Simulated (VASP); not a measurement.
# O (Fd-3m) in VASP: further runs

O is run at these levels: BLYP+D3(BJ), PBEsol+D3(BJ), PBEsol; tasks: single point, relaxation of cell and atoms.

Everything below comes from runs of VASP 6.6.1. Logs are shortened: lines on timing, memory, paths and dates and some standing lists are left out, and cuts for length are marked.

## (1) The cell of the first run

Symmetry: Fd-3m, No. 227, cubic system. The conventional cell has a = 4.444 Å, b = 4.444 Å, c = 4.444 Å, α = 90.00°, β = 90.00°, γ = 90.00°. Within 2.6 Å of O (site symmetry -43m) lie 4 O at 1.92 Å.

## (2) Single point, BLYP+D3(BJ)

Contents of INCAR:

```
  AGGAC = 1.0
  AGGAX = 1.0
  ALDAC = 0.0
  ALDAX = 1.0
  ALGO = Normal
  EDIFF = 1E-7
  ENCUT = 520
  GGA = B5
  ISIF = 2
  ISMEAR = -1
  IVDW = 12
  LASPH = True
  LCHARG = False
  LREAL = False
  LWAVE = False
  NBANDS = 13
  NELM = 60
  PREC = Accurate
  SIGMA = 0.05
  VDW_A1 = 0.4298
  VDW_A2 = 4.2359
  VDW_S6 = 1.0
  VDW_S8 = 2.6996
```

Contents of KPOINTS:

```
k-points
0
Gamma
  6 6 6
```

Contents of POSCAR:

```
O
1.0
    3.1422395183      0.0000000000      0.0000000000
    1.5711197592      2.7212592477      0.0000000000
    1.5711197592      0.9070864159      2.5656278232
O
2
Direct
    0.2500000000      0.2500000000      0.2500000000
    0.0000000000      0.0000000000      0.0000000000
```

Potentials or basis: VASP PAW PBE potentials, release 64 (O).

Launch:

```bash
> cat potpaw_PBE.64/O/POTCAR > POTCAR
> mpirun -np 1 vasp_std > vasp.out
```

OUTCAR:

```text
EDIFF = 1E-7
   ENCUT = 520
   GGA = B5
   ISIF = 2
   ISMEAR = -1
   IVDW = 12
   LASPH = True
   LREAL = False
   NELM = 60
   PREC = Accurate
 IVDW          = 12

 ion  position               nearest neighbor table
   1  0.250  0.250  0.250-   2 1.92   2 1.92   2 1.92   2 1.92
   2  0.000  0.000  0.000-   1 1.92   1 1.92   1 1.92   1 1.92

  LATTYP: Found a face centered cubic cell.
 ALAT       =     4.4437977431

  Lattice vectors:

 A1 = (   3.1422395183,   0.0000000000,   0.0000000000)
 A2 = (   1.5711197592,   2.7212592477,   0.0000000000)
 A3 = (   1.5711197592,   0.9070864159,   2.5656278232)

Analysis of symmetry for initial positions (statically):
=====================================================================
 Subroutine PRICEL returns:
 Original cell was already a primitive cell.

 Routine SETGRP: Setting up the symmetry group for a
 face centered cubic supercell.

 Subroutine GETGRP returns: Found 48 space group operations
 (whereof 24 operations were pure point group operations)
 out of a pool of 48 trial point group operations.

The static configuration has the point symmetry T_d .
 The point group associated with its full space group is O_h .

Analysis of symmetry for dynamics (positions and initial velocities):
=====================================================================
 Subroutine PRICEL returns:
 Original cell was already a primitive cell.

 Routine SETGRP: Setting up the symmetry group for a
 face centered cubic supercell.

 Subroutine GETGRP returns: Found 48 space group operations
 (whereof 24 operations were pure point group operations)
 out of a pool of 48 trial point group operations.

The dynamic configuration has the point symmetry T_d .
 The point group associated with its full space group is O_h .

 Subroutine INISYM returns: Found 48 space group operations
 (whereof 24 operations are pure point group operations),
 and found     1 'primitive' translations

----------------------------------------------------------------------------------------

                                     Primitive cell

  volume of cell :      21.9383

  direct lattice vectors                    reciprocal lattice vectors
     3.142239518  0.000000000  0.000000000     0.318244359 -0.183738466 -0.129922715
     1.571119759  2.721259248  0.000000000     0.000000000  0.367476932 -0.129922715
     1.571119759  0.907086416  2.565627823     0.000000000  0.000000000  0.389768146

  length of vectors
[... 80 lines left out ...]
   ISYM   =      2    0-nonsym 1-usesym 2-fastsym
   POTIM  = 0.5000    time-step for ionic-motion
   TEBEG  =    0.0;   TEEND  =   0.0 temperature during run
   PSTRESS=    0.0 pullay stress
   NELECT =      12.0000    total number of electrons
   NUPDOWN=      -1.0000    fix difference up-down
   EMIN   =  10.00;   EMAX   =-10.00  energy-range for DOS
   EFERMI =   0.00;   METHOD = LEGACY
   ISMEAR =    -1;   SIGMA  =   0.05  broadening in eV -4-tet -1-fermi 0-gaus
   EFERMI_NEDOS =   21; number of points for ismear=-14 and -15
   IALGO  =     38    algorithm
   IMIX   =      4    mixing-type and parameters
     AMIX     =   0.40;   BMIX     =  1.00
     AMIX_MAG =   1.60;   BMIX_MAG =  1.00
  volume/ion in A,a.u.               =      10.97        74.02
  Fermi-wavevector in a.u.,A,eV,Ry     =   1.338857  2.530073 24.388972  1.792539
  Thomas-Fermi vector in A             =   2.467295
   LORBIT       =      0    0 simple, 1 ext, 2 COOP (PROOUT), +10 PAW based schemes
   GGA     = B5    functional components
   LHFCALC =     F    Hartree Fock is set to
   AEXX    =    0.0000 exact exchange contribution
   IVDW    =    12    specifies the selected vdW correction
   LEPSILON=     F    determine dielectric tensor
   LRPA    =     F    only Hartree local field effects (RPA)
 non-spin polarized calculation
  energy-cutoff  :      520.00
  volume of cell :       21.94
 maximum number of plane-waves:       609
   NGX = 11   NGY = 11   NGZ = 11

 number of electron      11.9999998 magnetization

 Free energy of the ion-electron system (eV)
  ---------------------------------------------------
  ext. energy  EPLUGINS =         0.00000000
  ---------------------------------------------------
  free energy    TOTEN  =        -5.80334908 eV

  energy without entropy =       -5.78883677  energy(sigma->0) =       -5.79609292

 E-fermi :   0.2587     XC(G=0):  -9.5309

 val. band max:        0.2127231930   @ k =  -0.1667   0.1667  -0.0000
 cond. band min:       0.2791066367   @ k =  -0.3333   0.1667  -0.0000
 fundamental gap:      0.0663834437
 Fermi energy:         0.2586688012

 k-point     1 :       0.0000    0.0000    0.0000
  band No.  band energies     occupation
      1     -20.7110      2.00000
      2     -13.3014      2.00000
      3      -3.3024      2.00000
      4      -3.3024      2.00000
      5      -3.3024      2.00000
      6      -0.3181      1.99998
      7      -0.3181      1.99998
      8      -0.3181      1.99998
      9      10.2125      0.00000
     10      23.8753      0.00000
     11      23.8753      0.00000
     12      23.8753      0.00000
     13      24.3485      0.00000
[... 226 lines left out ...]
  band No.  band energies     occupation
      1     -17.4803      2.00000
      2     -17.4803      2.00000
      3      -5.4753      2.00000
      4      -5.4753      2.00000
      5      -1.3171      2.00000
      6      -1.3171      2.00000
      7       1.7118      0.00000
      8       1.7118      0.00000
      9      13.9034      0.00000
     10      13.9034      0.00000
     11      22.5019      0.00000
     12      22.5019      0.00000
     13      28.6257      0.00000

------------------------ aborting loop because EDIFF is reached ----------------------------------------

 Edisp (eV)   -0.30083

 E8    (eV) :    -0.1613

  FORCE on cell =-STRESS in cart. coord.  units (eV):
  Direction    XX          YY          ZZ          XY          YZ          ZX
  --------------------------------------------------------------------------------------
  -------------------------------------------------------------------------------------
  Total      -0.03020    -0.03020    -0.03020    -0.00000     0.00000    -0.00000
  in kB      -2.20578    -2.20578    -2.20578    -0.00000     0.00000    -0.00000
  external pressure =       -2.21 kB  Pullay stress =        0.00 kB

 VOLUME and BASIS-vectors are now :
 -----------------------------------------------------------------------------
  energy-cutoff  :      520.00
  volume of cell :       21.94
      direct lattice vectors                 reciprocal lattice vectors
     3.142239518  0.000000000  0.000000000     0.318244359 -0.183738466 -0.129922715
     1.571119759  2.721259248  0.000000000     0.000000000  0.367476932 -0.129922715
     1.571119759  0.907086416  2.565627823     0.000000000  0.000000000  0.389768146

 POSITION                                       TOTAL-FORCE (eV/Angst)
 -----------------------------------------------------------------------------------
      1.57112      0.90709      0.64141         0.000000      0.000000     -0.000000
      0.00000      0.00000      0.00000        -0.000000     -0.000000      0.000000
 -----------------------------------------------------------------------------------
    total drift:                                0.000000      0.000000     -0.000000

  FREE ENERGIE OF THE ION-ELECTRON SYSTEM (eV)
  ---------------------------------------------------
  free  energy   TOTEN  =        -6.1041775838 eV

  energy  without entropy=       -6.0896652680  energy(sigma->0) =       -6.09692143
```

OSZICAR:

```text
N       E                     dE             d eps       ncg     rms          rms(c)
DAV:   1     0.333670009442E+02    0.33367E+02   -0.66760E+03   440   0.864E+02
DAV:   2    -0.486615115122E+01   -0.38233E+02   -0.36040E+02   501   0.174E+02
DAV:   3    -0.580384844055E+01   -0.93770E+00   -0.91865E+00   511   0.253E+01
DAV:   4    -0.580636428246E+01   -0.25158E-02   -0.25157E-02   511   0.156E+00
DAV:   5    -0.580637407682E+01   -0.97944E-05   -0.97942E-05   521   0.867E-02    0.708E-01
DAV:   6    -0.580333984238E+01    0.30342E-02   -0.47189E-03   506   0.597E-01    0.376E-01
DAV:   7    -0.580333134442E+01    0.84980E-05   -0.18546E-03   506   0.375E-01    0.107E-01
DAV:   8    -0.580334855218E+01   -0.17208E-04   -0.13716E-04   526   0.115E-01    0.728E-03
DAV:   9    -0.580334938972E+01   -0.83753E-06   -0.13272E-06   531   0.106E-02    0.352E-03
DAV:  10    -0.580334907319E+01    0.31653E-06   -0.12308E-07   448   0.374E-03    0.287E-04
DAV:  11    -0.580334908177E+01   -0.85796E-08   -0.92924E-09   353   0.934E-04
   1 F= -.61041776E+01 E0= -.60969214E+01  d E =-.145123E-01
```

Wall time 7.8 s (1 thread of Intel Xeon 6975P-C, shared host); peak memory 0.14 GiB.

Results:

| Property | Result |
| --- | --- |
| Free energy | -6.1042 eV |
| Pressure | -0.2 GPa |
| Band gap on the k mesh | zero (band 6 reaches 0.70 eV, above the bottom of band 7 at -0.32 eV) |
| Dispersion energy per atom | -0.150 eV |

Caveat: the k points lie up to 0.41 Å⁻¹ apart; the PAW data sets were made with another functional, which shifts forces and pressure a little; pairwise dispersion overbinds metals, which lowers pressure and volume.

(Part 1 of 2 ends here.)
